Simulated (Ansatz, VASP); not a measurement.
**One calculation of MoS2, two programs**

```
CELL_PARAMETERS angstrom
3.14972 0.00000 0.00000
-1.57486 2.72774 0.00000
0.00000 0.00000 6.71402
ATOMIC_POSITIONS crystal
Mo 0.00000 0.00000 0.00000
S 0.33333 0.66667 0.23351
S 0.33333 0.66667 0.76649
```

Change from the starting cell: strain along c alone, the other axes held, atoms relaxed: +1.0 %.

Alike in both runs: functional PBE; dispersion D3(BJ); k mesh 12 × 12 × 4; occupations gaussian, width 0.02 eV; no spin polarisation.

Ansatz relaxed the structure, and its values are those at the end. VASP's run is a single point on that final structure, the one shown.

```csv
,VASP,Ansatz
version,VASP 6.6.1,Ansatz 0.2.0
potentials or method,"VASP PAW PBE potentials, release 64 (Mo_sv, S), cutoff 520 eV","scalar-relativistic, plane waves, PAW"
valence electrons in the cell,26,26
```

|  | VASP | Ansatz | Ansatz less VASP |
| --- | --- | --- | --- |
| gap on the k mesh at the Fermi level (eV) | 1.27 | 1.26 | -0.011 |
| least direct gap on the mesh (eV) | 1.77 | 1.76 | -0.004 |
| pressure (GPa) | -0.3 | -0.2 | +0.13 |
| rms of the force components (eV/Å) | 0.005 | 0.000 | -0.0052 |

Ansatz's warnings: stress scf threshold loose.
